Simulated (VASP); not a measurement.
Set up this calculation in VASP 6.6.1, as the native input.

* Task: single point
* Functional: PBE
* Potentials or basis: VASP PAW PBE potentials, release 64 (Li_sv)
* Cutoff: 520 eV
* k mesh: 14 × 14 × 14
* Occupations: gaussian, width 0.1 eV
* Spin: no spin polarisation
* Dipole correction: no
* Further INCAR settings: ALGO = Fast; EDIFF = 1e-07; NBANDS = 8

The structure of Li lies in POSCAR:

```
Li
1.0
   -0.0118687800      2.1129291000      2.1602500800
    2.2136485800     -0.0277892400      2.1761705400
    2.1917386800      2.1069396600     -0.0058793400
Li
1
Direct
    0.0000000000      0.0000000000      0.0000000000
```

This cell differs from its parent crystal: the cell strained at random.

The input as run:

INCAR

```
SYSTEM = Li
PREC = Accurate
ENCUT = 520
EDIFF = 1E-7
ISMEAR = 0
SIGMA = 0.1
LREAL = .False.
LASPH = .True.
NELM = 60
ALGO = Fast
ISIF = 2
LWAVE = .False.
LCHARG = .False.
GGA = PE
NBANDS = 8
```

KPOINTS

```
Automatic mesh
0
Gamma
  14 14 14
  0 0 0
```

Potentials or basis: VASP PAW PBE potentials, release 64 (Li_sv).

Command:

```console
$ cat potpaw_PBE.64/Li_sv/POTCAR > POTCAR
$ mpirun -np 1 vasp_std > vasp.out
```

Run time: 120 s on 1 thread of Intel Xeon 6975P-C (shared host), peak memory 0.28 GiB.
